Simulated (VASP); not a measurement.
Write the native input for VASP 6.6.1 that does the following.

```yaml
Task: single point
Functional: PBEsol
Potentials_or_basis: VASP PAW PBE potentials, release 64 (S, Mo_sv)
Cutoff: 400 eV
k_mesh: 12 × 12 × 1
Occupations: gaussian, width 0.03 eV
Spin: no spin polarisation
Dipole_correction: yes
Further_INCAR_settings: ALGO = Normal; EDIFF = 1e-06; NBANDS = 20; NELMDL = -8
```

The structure of MoS2 (n.A) lies in POSCAR:

```
MoS2
1.0
    3.1406560002      0.0000000000      0.0000000000
   -1.5703280001      2.7198878807      0.0000000000
    0.0000000000      0.0000000000     30.0399999981
S Mo
2 1
Direct
    0.6666666667      0.3333333333      0.2330742864
    0.6666666667      0.3333333333      0.3368325046
    0.3333333333      0.6666666667      0.2849533955
```

The input as run:

INCAR

```
SYSTEM = MoS2
ALGO = Normal
DIPOL = 0.5 0.5 0.285
EDIFF = 1E-6
ENCUT = 400
GGA = PS
GGA_COMPAT = .FALSE.
IDIPOL = 3
ISIF = 2
ISMEAR = 0
LASPH = .TRUE.
LCHARG = .TRUE.
LDIPOL = .TRUE.
LELF = .TRUE.
LREAL = .FALSE.
LVACPOTAV = .TRUE.
LVHAR = .TRUE.
LWAVE = .FALSE.
NBANDS = 20
NELM = 120
NELMDL = -8
PREC = Accurate
SIGMA = 0.03
```

KPOINTS

```
k-points
0
G
  12 12 1
  0 0 0
```

Potentials or basis: VASP PAW PBE potentials, release 64 (S, Mo_sv).

The run is started by

```console
$ cat potpaw_PBE.64/S/POTCAR potpaw_PBE.64/Mo_sv/POTCAR > POTCAR
$ mpirun -np 1 vasp_std > vasp.out
```

Results of the run:

```
Band gap on the k mesh : 1.81 eV, direct
```

Wall time 3.4 min on 1 thread of Intel Xeon 8259CL, on a shared host, peak memory 0.29 GiB.
